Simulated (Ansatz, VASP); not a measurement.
## Ru in VASP and in Ansatz

The input INCAR:

```
SYSTEM = Ru
PREC = Accurate
ENCUT = 520
EDIFF = 1E-6
ISMEAR = 0
SIGMA = 0.15
LREAL = .False.
LASPH = .True.
NELM = 80
ALGO = Fast
ISIF = 2
LWAVE = .False.
LCHARG = .True.
GGA = PS
LELF = .True.
LVHAR = .True.
NBANDS = 21
```

The input KPOINTS:

```
regular mesh
0
Gamma
  30 30 16
  0 0 0
```

Contents of POSCAR:

```
Ru
1.0
    2.8392422480      0.0000000000      0.0000000000
   -1.4196211240      2.4588559143      0.0000000000
    0.0000000000      0.0000000000      3.8153214348
Ru
2
Direct
    0.3333333333      0.6666666667      0.2500000000
    0.6666666667      0.3333333333      0.7500000000
```

Input for Ansatz:

```yaml
crystal:
  lattice:
    - [2.839242248, 0.0, 0.0]
    - [-1.419621124, 2.4588559143, 0.0]
    - [0.0, 0.0, 3.8153214348]
  atoms:
    - { symbol: Ru, position: [0.3333333333, 0.6666666667, 0.25] }
    - { symbol: Ru, position: [0.6666666667, 0.3333333333, 0.75] }
basis:
  ecutwfc: 420
kpoints:
  mp_grid: { grid: [30, 30, 16] }
hamiltonian:
  xc: pbesol
scf:
  occupations: { method: gaussian, width: 0.15 }
output:
  forces: true
  stress: true
  eigenvalues: true
```

Alike in both runs: task single point; functional PBEsol; k mesh 30 × 30 × 16; occupations gaussian, width 0.15 eV; no spin polarisation.

|  | VASP | Ansatz |
| --- | --- | --- |
| version | VASP 6.6.1 | Ansatz 0.2.0 |
| potentials or method | VASP PAW PBE potentials, release 64 (Ru_pv), cutoff 520 eV | scalar-relativistic, plane waves, PAW |
| valence electrons in the cell | 28 | 32 |

|  | VASP | Ansatz | Ansatz less VASP |
| --- | --- | --- | --- |
| gap on the k mesh at the Fermi level (eV) | none | none | - |
| pressure (GPa) | 11.5 | 11.4 | -0.14 |
| traceless stress, the component that is largest in VASP (GPa) | 41.84 | 41.74 | -0.100 |

VASP's potentials were made for PBE, not for PBEsol. A gap of «none» marks a metal or a gap that the smearing closes. VASP's potentials hold 28 valence electrons a cell and Ansatz's 32, so a difference there can come from the potentials and not from the codes.
